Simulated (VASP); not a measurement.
Wanted: the native input for a VASP 6.6.1 run.

```
Task                   : relaxation of cell and atoms
Functional             : PBE
Potentials or basis    : VASP PAW PBE potentials, release 64 (Cu, O)
Cutoff                 : 600 eV
k mesh                 : 16 × 16 × 16
Occupations            : fermi-dirac, width 0.05 eV
Spin                   : no spin polarisation
Dipole correction      : no
Further INCAR settings : ALGO = Normal; EDIFF = 1e-06; IBRION = 2; EDIFFG = -0.005; NSW = 100; ISIF = 3
```

The structure of CuO (zincblende type) lies in POSCAR:

```
CuO
1.0
    0.0000000000      2.2322827293      2.2322827293
    2.2322827293      0.0000000000      2.2322827293
    2.2322827293      2.2322827293      0.0000000000
Cu O
1 1
Direct
    0.0000000000      0.0000000000      0.0000000000
    0.2500000000      0.2500000000      0.2500000000
```

These files were run (other wordings do the same):

INCAR

```
SYSTEM = CuO
ALGO = Normal
EDIFF = 1E-6
EDIFFG = -0.005
ENCUT = 600
GGA = PE
IBRION = 2
ISIF = 3
ISMEAR = -1
LASPH = .TRUE.
LCHARG = .FALSE.
LREAL = .FALSE.
LWAVE = .FALSE.
NELM = 80
NSW = 100
PREC = Accurate
SIGMA = 0.05
```

KPOINTS

```
k-points
0
G
  16 16 16
  0 0 0
```

Potentials or basis: VASP PAW PBE potentials, release 64 (Cu, O).

Command:

```console
$ cat potpaw_PBE.64/Cu/POTCAR potpaw_PBE.64/O/POTCAR > POTCAR
$ mpirun -np 1 vasp_std > vasp.out
```

It gave:

```json
{
  "Relaxed volume": "11.62 Å³/atom",
  "Relaxed cell": "a = 3.204 Å, b = 3.204 Å, c = 3.204 Å, α = 60.00°, β = 60.00°, γ = 60.00°",
  "Space group after relaxing (to 0.05 Å)": "F-43m (No. 216)",
  "Energy gained by relaxing": "9.9 meV/atom",
  "Ionic steps": "3",
  "Pressure after relaxing": "0.0 GPa"
}
```

Caveat: an odd number of electrons without spin polarisation forces a metal; a magnetic or distorted state may lie lower.

Run time: 88 s on 1 thread of Intel(R) Xeon(R) 6975P-C (Granite Rapids) (shared host), peak memory 0.19 GiB.
